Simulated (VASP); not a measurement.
A run of VASP 6.6.1 is set up as follows.

The input INCAR:

```
SYSTEM = Si6Ru
PREC = Accurate ; ENCUT = 520
EDIFF = 1E-7 ; ISMEAR = 0
SIGMA = 0.1 ; LREAL = .False.
LASPH = .True. ; NELM = 60
ALGO = Normal ; ISIF = 2
LWAVE = .False. ; LCHARG = .False.
GGA = PE ; NBANDS = 28
```

The input KPOINTS:

```
regular mesh
0
Gamma
  12 12 4
  0 0 0
```

The input POSCAR:

```
Si6Ru
1.0
    3.9442146466      0.0000000000      0.0000000000
   -1.9721073233      3.4157900819      0.0000000000
    0.0000000000      0.0000000000     10.0883712899
Si Ru
6 1
Direct
    0.3333333333      0.6666666667      0.0704550251
    0.6666666667      0.3333333333      0.9295449749
    0.3333333333      0.6666666667      0.3080792496
    0.0000000000      0.0000000000      0.3821427168
    0.6666666667      0.3333333333      0.6919207504
    0.0000000000      0.0000000000      0.6178572832
    0.0000000000      0.0000000000      0.0000000000
```

Potentials or basis: VASP PAW PBE potentials, release 64 (Si, Ru_pv).

Run with:

```console
$ cat potpaw_PBE.64/Si/POTCAR potpaw_PBE.64/Ru_pv/POTCAR > POTCAR
$ mpirun -np 1 vasp_std > vasp.out
```

(1) Predict the band gap on the k mesh.

(2) What does it give for the pressure?

(3) What does it give for the largest force?

Answers

(1) zero (bands 19 and 20 overlap by 2.33 eV).

(2) 0.0 GPa.

(3) 0.007 eV/Å.
